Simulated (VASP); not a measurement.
Wanted: the native input for a VASP 6.6.1 run.

```
Task                   : single point
Functional             : PBE
Potentials or basis    : VASP PAW PBE potentials, release 64 (Au)
Cutoff                 : 500 eV
k mesh                 : 9 × 9 × 9
Occupations            : fermi-dirac, width 0.1 eV
Spin                   : non-collinear spin, zero start, spin-orbit coupling
Starting moments       : [[0.0, 0.0, 0.0], [0.0, 0.0, 0.0]] μB
Dipole correction      : no
Further INCAR settings : ALGO = Normal; EDIFF = 1e-06; NBANDS = 34
```

The structure of Au lies in POSCAR:

```
Au
1.0
    0.0000000000      3.0799760835      3.0799760835
    3.0799760835      0.0000000000      3.0799760835
    3.0799760835      3.0799760835      0.0000000000
Au
2
Direct
    0.1250000000      0.1250000000      0.1250000000
    0.8750000000      0.8750000000      0.8750000000
```

This isn't the form of Au at room conditions, which is fcc.

The input as run:

INCAR

```
ALGO = Normal
EDIFF = 1E-6
ENCUT = 500
GGA = PE
GGA_COMPAT = False
ISIF = 2
ISMEAR = -1
LASPH = True
LCHARG = False
LMAXMIX = 4
LORBIT = 11
LORBMOM = True
LREAL = False
LSORBIT = True
LWAVE = False
MAGMOM = 0 0 0 0 0 0
NBANDS = 34
NELM = 200
PREC = Accurate
SIGMA = 0.1
```

KPOINTS

```
k-points
0
Gamma
  9 9 9
```

Potentials or basis: VASP PAW PBE potentials, release 64 (Au).

Run with:

```console
$ cat potpaw_PBE.64/Au/POTCAR > POTCAR
$ mpirun -np 1 vasp_ncl > vasp.out
```

It gave:

* Pressure: -0.8 GPa
* Net moment: 0.00 μB per cell
* Valence electrons inside the program's atomic spheres: Au 9.60

Wall time 120 s on 1 thread of Intel Xeon 8259CL (shared host), peak memory 0.34 GiB.
